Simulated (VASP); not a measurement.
Input of a VASP 6.6.1 run:

The input INCAR:

```
SYSTEM = CdF2
PREC = Accurate
ENCUT = 520
EDIFF = 1E-7
ISMEAR = 0
SIGMA = 0.01
LREAL = .FALSE.
LASPH = .TRUE.
NELM = 80
ALGO = Normal
ISIF = 2
LWAVE = .FALSE.
LCHARG = .FALSE.
GGA = PS
NBANDS = 20
```

The input KPOINTS:

```
regular mesh
0
G
  6 6 6
  0 0 0
```

File POSCAR:

```
CdF2
1.0
    0.0000000000      2.5977710088      2.5977710088
    2.5977710088      0.0000000000      2.5977710088
    2.5977710088      2.5977710088      0.0000000000
Cd F
1 2
Direct
    0.0000000000      0.0000000000      0.0000000000
    0.2500000000      0.2500000000      0.2500000000
    0.7500000000      0.7500000000      0.7500000000
```

Potentials or basis: VASP PAW PBE potentials, release 64 (Cd, F).

Launch:

```bash
$ cat potpaw_PBE.64/Cd/POTCAR potpaw_PBE.64/F/POTCAR > POTCAR
$ mpirun -np 1 vasp_std > vasp.out
```

(1) Predict the pressure.

(2) Estimate the band gap on the k mesh.

## Answers

(1) 16.5 GPa.

(2) 3.30 eV (least direct gap 3.60 eV).

Caveat: the cell stands under pressure; the PAW data sets were made with another functional, which shifts forces and pressure a little.
